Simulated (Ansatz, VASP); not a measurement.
## MgO in VASP and in Ansatz

INCAR

```
SYSTEM = MgO
PREC = Accurate
ENCUT = 520
EDIFF = 1E-6
ISMEAR = 0
SIGMA = 0.05
LREAL = .FALSE.
LASPH = .TRUE.
NELM = 80
ALGO = Normal
ISIF = 2
LWAVE = .FALSE.
LCHARG = .FALSE.
GGA = PS
NBANDS = 16
```

Contents of KPOINTS:

```
Automatic mesh
0
G
  9 9 6
  0 0 0
```

File POSCAR:

```
MgO
1.0
    3.1878000000      0.0000000000      0.0000000000
   -1.5939000000      2.7607157822      0.0000000000
    0.0000000000      0.0000000000      4.6178000000
Mg O
2 2
Direct
    0.3333333333      0.6666666667      0.0036583380
    0.6666666667      0.3333333333      0.5036583380
    0.3333333333      0.6666666667      0.4009416620
    0.6666666667      0.3333333333      0.9009416620
```

Input for Ansatz:

```yaml
crystal:
  lattice:
    - [3.1878, 0.0, 0.0]
    - [-1.5939, 2.7607157822, 0.0]
    - [0.0, 0.0, 4.6178]
  atoms:
    - { symbol: Mg, position: [0.3333333333, 0.6666666667, 0.003658338] }
    - { symbol: Mg, position: [0.6666666667, 0.3333333333, 0.503658338] }
    - { symbol: O, position: [0.3333333333, 0.6666666667, 0.400941662] }
    - { symbol: O, position: [0.6666666667, 0.3333333333, 0.900941662] }
basis:
  ecutwfc: 520.0
kpoints:
  mp_grid: { grid: [9, 9, 6] }
hamiltonian:
  xc: pbesol
  pseudopotentials: { kind: paw, azcp: { folder: soft_1 } }
scf:
  occupations: { method: gaussian, width: 0.05 }
output:
  forces: true
  stress: true
  eigenvalues: true
```

Alike in both runs: task single point; functional PBEsol; k mesh 9 × 9 × 6; occupations gaussian, width 0.05 eV; no spin polarisation.

```csv
,VASP,Ansatz
version,VASP 6.6.1,Ansatz 0.2.0
potentials or method,"VASP PAW PBE potentials, release 64 (Mg, O), cutoff 520 eV","scalar-relativistic, plane waves, PAW"
valence electrons in the cell,16,32
```

```tsv
	VASP	Ansatz	Ansatz less VASP
gap on the k mesh at the Fermi level (eV)	4.15	4.15	-0.002
least direct gap on the mesh (eV)	4.15	4.15	-0.002
pressure (GPa)	25.4	25.2	-0.24
traceless stress, the component that is largest in VASP (GPa)	8.69	8.45	-0.237
rms of the force components (eV/Å)	0.669	0.652	-0.0177
```

VASP's potentials were made for PBE, not for PBEsol, and Ansatz warns of the same on its side. Atom by atom the forces differ by 0.018 eV/Å (rms over components). VASP's potentials hold 16 valence electrons a cell and Ansatz's 32, so a difference there can come from the potentials and not from the codes.
